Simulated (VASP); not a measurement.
A run of VASP 6.6.1:

INCAR

```
SYSTEM = ScAl
PREC     = Accurate       ! precision mode
ENCUT    = 600            ! plane-wave cutoff, eV
EDIFF    = 1E-6           ! SCF threshold, eV
ISMEAR   = -1             ! smearing method
SIGMA    = 0.15           ! smearing width, eV
LREAL    = .False.        ! projectors in reciprocal space
LASPH    = .True.         ! aspherical terms in the spheres
NELM     = 80             ! most SCF steps
ALGO     = Fast           ! electronic algorithm
ISIF     = 3              ! what is computed and relaxed
LWAVE    = .False.        ! write WAVECAR
LCHARG   = .False.        ! write CHGCAR
IBRION   = 2              ! ionic algorithm
NSW      = 80             ! ionic steps
EDIFFG   = -0.001         ! ionic threshold
```

KPOINTS

```
regular mesh
0
Gamma
  12 12 12
  0 0 0
```

The input POSCAR:

```
ScAl
1.0
    3.3103785511      0.0000000000      0.0000000000
    0.0000000000      3.3103785511      0.0000000000
    0.0000000000      0.0000000000      3.3103785511
Sc Al
1 1
Direct
    0.5000000000      0.5000000000      0.5000000000
    0.0000000000      0.0000000000      0.0000000000
```

Potentials or basis: VASP PAW LDA potentials, release 64 (Sc_sv, Al).

Launch:

```bash
$ cat potpaw_LDA.64/Sc_sv/POTCAR potpaw_LDA.64/Al/POTCAR > POTCAR
$ mpirun -np 1 vasp_std > vasp.out
```

Hardware: 1 thread of Intel(R) Xeon(R) Platinum 8259CL CPU @ 2.50GHz (Skylake/Cascade Lake), with other jobs on the host.

Problem. How long does it take, and how much memory?

Solution. Wall time 120 s on 1 thread of Intel(R) Xeon(R) Platinum 8259CL CPU @ 2.50GHz (Skylake/Cascade Lake), on a shared host, peak memory 0.18 GiB. Counts: scf iterations 47, k points 84, ion steps 9.
